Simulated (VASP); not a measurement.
Sc: relaxation of cell and atoms with BLYP

Sc:

```
CELL_PARAMETERS angstrom
5.20838 0.00000 0.00000
-2.60419 4.51059 0.00000
0.00000 0.00000 3.19273
ATOMIC_POSITIONS crystal
Sc 0.00000 0.00000 0.00000
Sc 0.33333 0.66667 0.50000
Sc 0.66667 0.33333 0.50000
```

- Program: VASP 6.6.1
- Task: relaxation of cell and atoms
- Functional: BLYP
- Potentials or basis: VASP PAW PBE potentials, release 64 (Sc_sv)
- Cutoff: 600 eV
- k mesh: 7 × 7 × 10
- Occupations: fermi-dirac, width 0.1 eV
- Spin: no spin polarisation
- Dipole correction: no
- Further INCAR settings: ALGO = Normal; EDIFF = 1e-06; IBRION = 2; EDIFFG = -0.01; NSW = 80; ISIF = 3

```yaml
Relaxed_volume: 24.93 Å³/atom
Relaxed_cell: a = 5.162 Å, b = 5.162 Å, c = 3.241 Å, α = 90.00°, β = 90.00°, γ = 120.00°
Space_group_after_relaxing_to_0.05_Å: P6/mmm (No. 191)
Energy_gained_by_relaxing: 2.2 meV/atom
Ionic_steps: 5
Pressure_after_relaxing: 0.0 GPa
```

The path:
```
step  energy change (eV)  largest force (eV/Å)  pressure (GPa)  volume (Å³)
   1              0.0000                0.0000           -0.18        75.01
   2             -0.0051                0.0000            0.03        74.69
   3             -0.0063                0.0000            0.20        74.45
   4             -0.0063                0.0000            0.19        74.46
   5             -0.0065                0.0000           -0.04        74.80
```

Final structure:
```
Sc
1.0
     5.16239    0.00000    0.00000
    -2.58120    4.47076    0.00000
     0.00000    0.00000    3.24086
Sc
3
Direct
  0.00000 0.00000 0.00000
  0.33333 0.66667 0.50000
  0.66667 0.33333 0.50000
```

Levels at points of the mesh, in eV from the Fermi level:
```tsv
k point	band 13	band 14	band 15	band 16	band 17	band 18	band 19	band 20
(0.00, 0.00, 0.00)	-4.93	-0.75	-0.01	-0.01	0.00	0.00	0.65	1.50
(0.00, 0.00, 0.50)	-1.79	-1.32	-0.84	-0.84	-0.54	-0.54	1.57	1.57
```

Wall time 7.8 min on 1 thread of Oxide Virtual Turin-like Processor, on a shared host, peak memory 0.22 GiB.

Caveat: the PAW data sets were made with another functional, which shifts forces and pressure a little.
